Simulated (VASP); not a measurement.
# SrO (Fm-3m) in VASP: settings compared

Aim: see how the results for SrO move with the level of theory and the settings. Levels: b88 exchange, pbe correlation. Tasks: single point.

Everything below comes from runs of VASP 6.6.1. Logs are shortened: lines on timing, memory, paths and dates and some standing lists are left out, and cuts for length are marked.

### Step 1. The cell of the first run

It takes space group Fm-3m (No. 225, cubic). The conventional cell has a = 5.028 Å, b = 5.028 Å, c = 5.028 Å, α = 90.00°, β = 90.00°, γ = 90.00°. Sr (site symmetry m-3m) has 6 O at 2.51 Å within 3.3 Å. O (site symmetry m-3m) has 6 Sr at 2.51 Å within 3.3 Å.

### Step 2. Single point, b88 exchange, pbe correlation

File INCAR:

```
SYSTEM = SrO
PREC = Accurate
ENCUT = 600
EDIFF = 1E-6
ISMEAR = 1
SIGMA = 0.1
LREAL = .FALSE.
LASPH = .TRUE.
NELM = 120
ALGO = Normal
ISIF = 2
LWAVE = .FALSE.
LCHARG = .FALSE.
GGA = LIBXC
LIBXC1 = GGA_X_B88
LIBXC2 = GGA_C_PBE
NBANDS = 15
GGA_COMPAT = .FALSE.
```

File KPOINTS:

```
Automatic mesh
0
G
  9 9 9
  0 0 0
```

File POSCAR:

```
SrO
1.0
    0.0000000000      2.5139118308      2.5139118308
    2.5139118308      0.0000000000      2.5139118308
    2.5139118308      2.5139118308      0.0000000000
Sr O
1 1
Direct
    0.5000000000      0.5000000000      0.5000000000
    0.0000000000      0.0000000000      0.0000000000
```

Potentials or basis: VASP PAW PBE potentials, release 64 (Sr_sv, O).

Started as:

```bash
> cat potpaw_PBE.64/Sr_sv/POTCAR potpaw_PBE.64/O/POTCAR > POTCAR
> mpirun -np 1 vasp_std > vasp.out
```

OUTCAR:

```text
SYSTEM = SrO
   PREC = Accurate
   ENCUT = 600
   EDIFF = 1E-6
   ISMEAR = 1
   LREAL = .FALSE.
   LASPH = .TRUE.
   NELM = 120
   ISIF = 2
   GGA = LIBXC

 ion  position               nearest neighbor table
   1  0.500  0.500  0.500-   2 2.51   2 2.51   2 2.51   2 2.51   2 2.51   2 2.51
   2  0.000  0.000  0.000-   1 2.51   1 2.51   1 2.51   1 2.51   1 2.51   1 2.51

  LATTYP: Found a face centered cubic cell.
 ALAT       =     5.0278236616

  Lattice vectors:

 A1 = (   0.0000000000,   2.5139118308,   2.5139118308)
 A2 = (   2.5139118308,   0.0000000000,   2.5139118308)
 A3 = (   2.5139118308,   2.5139118308,   0.0000000000)

Analysis of symmetry for initial positions (statically):
=====================================================================
 Subroutine PRICEL returns:
 Original cell was already a primitive cell.

 Routine SETGRP: Setting up the symmetry group for a
 face centered cubic supercell.

 Subroutine GETGRP returns: Found 48 space group operations
 (whereof 48 operations were pure point group operations)
 out of a pool of 48 trial point group operations.

The static configuration has the point symmetry O_h .

Analysis of symmetry for dynamics (positions and initial velocities):
=====================================================================
 Subroutine PRICEL returns:
 Original cell was already a primitive cell.

 Routine SETGRP: Setting up the symmetry group for a
 face centered cubic supercell.

 Subroutine GETGRP returns: Found 48 space group operations
 (whereof 48 operations were pure point group operations)
 out of a pool of 48 trial point group operations.

The dynamic configuration has the point symmetry O_h .

 Subroutine INISYM returns: Found 48 space group operations
 (whereof 48 operations are pure point group operations),
 and found     1 'primitive' translations

----------------------------------------------------------------------------------------

                                     Primitive cell

  volume of cell :      31.7746

  direct lattice vectors                    reciprocal lattice vectors
     0.000000000  2.513911831  2.513911831    -0.198893213  0.198893213  0.198893213
     2.513911831  0.000000000  2.513911831     0.198893213 -0.198893213  0.198893213
     2.513911831  2.513911831  0.000000000     0.198893213  0.198893213 -0.198893213

  length of vectors
     3.555208206  3.555208206  3.555208206     0.344493149  0.344493149  0.344493149

  position of ions in fractional coordinates (direct lattice)
     0.500000000  0.500000000  0.500000000
     0.000000000  0.000000000  0.000000000

  ion indices of the primitive-cell ions
   primitive index   ion index
                 1           1
                 2           2

----------------------------------------------------------------------------------------

 KPOINTS: Automatic mesh

Automatic generation of k-mesh.
 Grid dimensions read from file:
 generate k-points for:    9    9    9

 Generating k-lattice:

  Cartesian coordinates                     Fractional coordinates (reciprocal lattice)
    -0.022099246  0.022099246  0.022099246     0.111111111  0.000000000  0.000000000
     0.022099246 -0.022099246  0.022099246     0.000000000  0.111111111  0.000000000
     0.022099246  0.022099246 -0.022099246     0.000000000  0.000000000  0.111111111

  Length of vectors
     0.038277017  0.038277017  0.038277017

  Shift w.r.t. Gamma in fractional coordinates (k-lattice)
     0.000000000  0.000000000  0.000000000

 Subroutine IBZKPT returns following result:
 ===========================================

 Found     35 irreducible k-points:

 Following reciprocal coordinates:
            Coordinates               Weight
  0.000000  0.000000  0.000000      1.000000
  0.111111  0.000000  0.000000      8.000000
  0.222222  0.000000  0.000000      8.000000
  0.333333  0.000000  0.000000      8.000000
  0.444444  0.000000  0.000000      8.000000
  0.111111  0.111111  0.000000      6.000000
[... 16 lines left out ...]
 -0.333333  0.333333  0.000000     12.000000
  0.444444  0.444444  0.000000      6.000000
 [... further k-points ...]
   k-points           NKPTS =     35   k-points in BZ     NKDIM =     35   number of bands    NBANDS=     15
   number of dos      NEDOS =    301   number of ions     NIONS =      2
   total plane-waves  NPLWV =  21952
   dimension x,y,z NGX =    28 NGY =   28 NGZ =   28
   dimension x,y,z NGXF=    56 NGYF=   56 NGZF=   56
   ions per type =               1   1
   NGX,Y,Z   is equivalent  to a cutoff of  13.09, 13.09, 13.09 a.u.
   NGXF,Y,Z  is equivalent  to a cutoff of  26.19, 26.19, 26.19 a.u.
 SYSTEM =  SrO
   PREC   = accura    normal or accurate (medium, high low for compatibility)
   ISTART =      0    job   : 0-new  1-cont  2-samecut
   ICHARG =      2    charge: 1-file 2-atom 10-const
   ISPIN  =      1    spin polarized calculation?
   LNONCOLLINEAR =      F non collinear calculations
   LSORBIT =      F    spin-orbit coupling
   LASPH  =      T    aspherical Exc in radial PAW
   ENCUT  =  600.0 eV  44.10 Ry    6.64 a.u.   7.10  7.10  7.10*2*pi/ulx,y,z
   NELM   =    120;   NELMIN=  2; NELMDL= -5     # of ELM steps
   EDIFF  = 0.1E-05   stopping-criterion for ELM
   LREAL  =      F    real-space projection
   EDIFFG = 0.1E-04   stopping-criterion for IOM
   NSW    =      0    number of steps for IOM
   IBRION =     -1    ionic relax: 0-MD 1-quasi-New 2-CG
   NFREE  =      0    steps in history (QN), initial steepest desc. (CG)
   ISIF   =      2    stress and relaxation
   ISYM   =      2    0-nonsym 1-usesym 2-fastsym
   POTIM  = 0.5000    time-step for ionic-motion
   TEBEG  =    0.0;   TEEND  =   0.0 temperature during run
   PSTRESS=    0.0 pullay stress
   NELECT =      16.0000    total number of electrons
   NUPDOWN=      -1.0000    fix difference up-down
   EMIN   =  10.00;   EMAX   =-10.00  energy-range for DOS
   EFERMI =   0.00;   METHOD = LEGACY
   ISMEAR =     1;   SIGMA  =   0.10  broadening in eV -4-tet -1-fermi 0-gaus
   EFERMI_NEDOS =   21; number of points for ismear=-14 and -15
   IALGO  =     38    algorithm
   IMIX   =      4    mixing-type and parameters
     AMIX     =   0.40;   BMIX     =  1.00
     AMIX_MAG =   1.60;   BMIX_MAG =  1.00
  volume/ion in A,a.u.               =      15.89       107.21
  Fermi-wavevector in a.u.,A,eV,Ry     =   1.302431  2.461238 23.079930  1.696327
  Thomas-Fermi vector in A             =   2.433500
   LORBIT       =      0    0 simple, 1 ext, 2 COOP (PROOUT), +10 PAW based schemes
   GGA     = LIBXC    functional components
   LHFCALC =     F    Hartree Fock is set to
   AEXX    =    0.0000 exact exchange contribution
   IVDW    =     0    specifies the selected vdW correction
   LEPSILON=     F    determine dielectric tensor
   LRPA    =     F    only Hartree local field effects (RPA)
 non-spin polarized calculation
 Methfessel and Paxton  Order N= 1 SIGMA  =   0.10
  energy-cutoff  :      600.00
  volume of cell :       31.77
 maximum number of plane-waves:      1070
   NGX = 15   NGY = 15   NGZ = 15

 number of electron      15.9999998 magnetization

 Free energy of the ion-electron system (eV)
  ---------------------------------------------------
  ext. energy  EPLUGINS =         0.00000000
  ---------------------------------------------------
  free energy    TOTEN  =       -11.72346357 eV

  energy without entropy =      -11.72425518  energy(sigma->0) =      -11.72372744

 E-fermi :   1.9634     XC(G=0): -10.3790

 val. band max:        1.9402065591   @ k =   0.0000   0.0000   0.0000
 cond. band min:       5.2441935989   @ k =   0.4444   0.4444   0.0000
 fundamental gap:      3.3039870398
 Fermi energy:         1.9634476201

 k-point     1 :       0.0000    0.0000    0.0000
  band No.  band energies     occupation
      1     -30.2420      2.00000
      2     -13.2310      2.00000
      3     -11.7907      2.00000
      4     -11.7907      2.00000
      5     -11.7907      2.00000
      6       1.9402      1.38184
      7       1.9402      1.38183
      8       1.9402      1.38183
      9       6.4495      0.00000
     10       8.3124      0.00000
     11       8.3124      0.00000
     12       8.3124      0.00000
     13      10.6231      0.00000
     14      10.6231      0.00000
     15      15.0296      0.00000

 k-point     2 :       0.1111    0.0000    0.0000
  band No.  band energies     occupation
      1     -30.2208      2.00000
      2     -13.5398      2.00000
      3     -11.8019      2.00000
      4     -11.8019      2.00000
      5     -11.5317      2.00000
      6       1.5599      2.00000
      7       1.7604      2.01448
      8       1.7604      2.01448
      9       7.0292      0.00000
     10       8.1856      0.00000
     11       8.5740      0.00000
     12       8.5740      0.00000
     13      10.9871      0.00000
     14      10.9871      0.00000
     15      15.8866      0.00000

 k-point     3 :       0.2222    0.0000    0.0000
  band No.  band energies     occupation
      1     -30.1665      2.00000
      2     -14.0974      2.00000
      3     -11.8300      2.00000
      4     -11.8300      2.00000
      5     -11.1009      2.00000
      6       0.7945      2.00000
      7       1.3493      2.00000
      8       1.3493      2.00000
      9       8.1044      0.00000
     10       8.3758      0.00000
     11       9.3034      0.00000
     12       9.3034      0.00000
     13      11.9219      0.00000
     14      11.9219      0.00000
     15      17.8214      0.00000
[... 343 lines left out ...]
 k-point    23 :      -0.3333    0.3333    0.0000
  band No.  band energies     occupation
      1     -30.0149      2.00000
      2     -14.2896      2.00000
      3     -12.6383      2.00000
      4     -12.0373      2.00000
      5     -11.1681      2.00000
      6       0.5605      2.00000
      7       1.0645      2.00000
      8       1.5308      2.00000
      9       7.8277      0.00000
     10       9.4639      0.00000
     11      11.4599      0.00000
     12      11.9058      0.00000
     13      13.8726      0.00000
     14      15.5698      0.00000
     15      17.8934      0.00000

 k-point    24 :       0.4444    0.4444    0.0000
  band No.  band energies     occupation
      1     -30.0107      2.00000
      2     -13.5161      2.00000
      3     -12.6322      2.00000
      4     -12.2281      2.00000
      5     -12.2281      2.00000
      6       1.5103      2.00000
      7       1.8931      1.92232
      8       1.8931      1.92232
      9       5.2442      0.00000
     10      10.1725      0.00000
     11      12.4878      0.00000
     12      12.9555      0.00000
     13      13.4109      0.00000
     14      13.4109      0.00000
     15      16.9931      0.00000

 [... further k-points ...]

------------------------ aborting loop because EDIFF is reached ----------------------------------------

  FORCE on cell =-STRESS in cart. coord.  units (eV):
  Direction    XX          YY          ZZ          XY          YZ          ZX
  --------------------------------------------------------------------------------------
  -------------------------------------------------------------------------------------
  Total        2.1391369      2.1391369      2.1391369     -0.0000000      0.0000000      0.0000000
  in kB      107.8621404    107.8621404    107.8621404     -0.0000000      0.0000000      0.0000000
  external PRESSURE =     107.8621404 kB  Pullay stress =       0.0000000 kB

 VOLUME and BASIS-vectors are now :
 -----------------------------------------------------------------------------
  energy-cutoff  :      600.00
  volume of cell :       31.77
      direct lattice vectors                 reciprocal lattice vectors
     0.000000000  2.513911831  2.513911831    -0.198893213  0.198893213  0.198893213
     2.513911831  0.000000000  2.513911831     0.198893213 -0.198893213  0.198893213
     2.513911831  2.513911831  0.000000000     0.198893213  0.198893213 -0.198893213

 POSITION                                       TOTAL-FORCE (eV/Angst)
 -----------------------------------------------------------------------------------
      2.51391      2.51391      2.51391         0.000000     -0.000000     -0.000000
      0.00000      0.00000      0.00000        -0.000000      0.000000      0.000000
 -----------------------------------------------------------------------------------
    total drift:                                0.000000      0.000000      0.000000

  FREE ENERGIE OF THE ION-ELECTRON SYSTEM (eV)
  ---------------------------------------------------
  free  energy   TOTEN  =       -11.7234635658 eV

  energy  without entropy=      -11.7242551757  energy(sigma->0) =      -11.72372744
```

It took 12 s on 1 thread of AMD EPYC 9R45 (Zen 5), shared host; peak memory 0.14 GiB.

Results:

| Quantity | Value |
| --- | --- |
| Free energy | -11.7235 eV |
| Pressure | 10.8 GPa |
| Band gap on the k mesh | 3.30 eV (least direct gap 3.35 eV) |

Caveat: the cell stands under pressure; the PAW data sets were made with another functional, which shifts forces and pressure a little; an odd mesh through Γ misses points on the zone boundary, where band edges can lie.

### Step 3. Single point, b88 exchange, pbe correlation

This run uses another cell than the first one, of 16.23 Å³/atom.

File INCAR:

```
SYSTEM = SrO
  PREC = Accurate
  ENCUT = 600
  EDIFF = 1E-6
  ISMEAR = 1
  SIGMA = 0.1
  LREAL = .False.
  LASPH = .True.
  NELM = 120
  ALGO = Normal
  ISIF = 2
  LWAVE = .False.
  LCHARG = .True.
  GGA = LIBXC
  LIBXC1 = GGA_X_B88
  LIBXC2 = GGA_C_PBE
  LELF = .True.
  LVHAR = .True.
  NBANDS = 15
  GGA_COMPAT = .False.
```

File KPOINTS:

```
regular mesh
0
Gamma
  9 9 9
  0 0 0
```

File POSCAR:

```
SrO
1.0
    0.0000000000      2.5316160185      2.5316160185
    2.5316160185      0.0000000000      2.5316160185
    2.5316160185      2.5316160185      0.0000000000
Sr O
1 1
Direct
    0.5000000000      0.5000000000      0.5000000000
    0.0000000000      0.0000000000      0.0000000000
```

Potentials or basis: VASP PAW PBE potentials, release 64 (Sr_sv, O).

Started as:

```bash
> cat potpaw_PBE.64/Sr_sv/POTCAR potpaw_PBE.64/O/POTCAR > POTCAR
> mpirun -np 1 vasp_std > vasp.out
```

Run time: 15 s. Hardware: 1 thread of AMD EPYC 9R45 (Zen 5), shared host; peak memory 0.15 GiB.

Results (log left out):

```yaml
Free_energy: -11.7642 eV
Pressure: 8.1 GPa
Band_gap_on_the_k_mesh: 3.32 eV (least direct gap 3.39 eV)
```

Levels at points of the mesh, in eV from the valence-band top:
```
           k point  band 6  band 7  band 8  band 9  band 10  band 11
(0.00, 0.00, 0.00)    0.00    0.00    0.00    4.35     6.33     6.33
```

Caveat: the cell stands under pressure; the PAW data sets were made with another functional, which shifts forces and pressure a little; an odd mesh through Γ misses points on the zone boundary, where band edges can lie.
